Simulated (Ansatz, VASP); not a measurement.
**Au in VASP and in Ansatz**

The input POSCAR:

```
Au
1.0
    0.0000000000      2.0856442700      2.0856442700
    2.0856442700      0.0000000000      2.0856442700
    2.0856442700      2.0856442700      0.0000000000
Au
1
Direct
    0.0000000000      0.0000000000      0.0000000000
```

INCAR.step1

```
SYSTEM = Au
PREC = Accurate ; ENCUT = 520
ISMEAR = 0 ; SIGMA = 0.1
LREAL = .FALSE. ; LASPH = .TRUE.
NELM = 100 ; NBANDS = 12
GGA = PE ; ALGO = Normal
EDIFF = 1E-4 ; LWAVE = .TRUE.
LCHARG = .FALSE.
```

The input INCAR.step2:

```
SYSTEM = Au
PREC = Accurate ; ENCUT = 520
EDIFF = 1E-6 ; ISMEAR = 0
SIGMA = 0.1 ; LREAL = .FALSE.
LASPH = .TRUE. ; NELM = 100
ALGO = Normal ; ISIF = 2
LWAVE = .FALSE. ; LCHARG = .TRUE.
METAGGA = R2SCAN ; LMIXTAU = .TRUE.
LELF = .TRUE. ; LVHAR = .TRUE.
NBANDS = 12 ; ISTART = 1
```

KPOINTS

```
regular mesh
0
G
  8 8 8
  0 0 0
```

Input for Ansatz:

```yaml
crystal:
  lattice:
    - [0.0, 2.08564427, 2.08564427]
    - [2.08564427, 0.0, 2.08564427]
    - [2.08564427, 2.08564427, 0.0]
  atoms:
    - { symbol: Au, position: [0.0, 0.0, 0.0] }
basis:
  ecutwfc: 500
kpoints:
  mp_grid: { grid: [8, 8, 8] }
hamiltonian:
  xc: r2scan
scf:
  occupations: { method: gaussian, width: 0.1 }
output:
  forces: true
  stress: true
  eigenvalues: true
```

Alike in both runs: task single point; functional r2SCAN; k mesh 8 × 8 × 8; occupations gaussian, width 0.1 eV; no spin polarisation.

```csv
,VASP,Ansatz
version,VASP 6.6.1,Ansatz 0.2.0
potentials or method,"VASP PAW PBE potentials, release 64 (Au), cutoff 520 eV","scalar-relativistic, plane waves, PAW"
valence electrons in the cell,11,19
```

```tsv
	VASP	Ansatz	Ansatz less VASP
gap on the k mesh at the Fermi level (eV)	none	none	-
pressure (GPa)	-3.9	-4.0	-0.19
```

VASP's potentials were made for PBE, not for r2SCAN. A gap of «none» marks a metal or a gap that the smearing closes. The functional is the same, so the differences come from potentials, cutoffs and numerics. VASP's potentials hold 11 valence electrons a cell and Ansatz's 19, so a difference there can come from the potentials and not from the codes.

Spin-orbit coupling is off throughout.
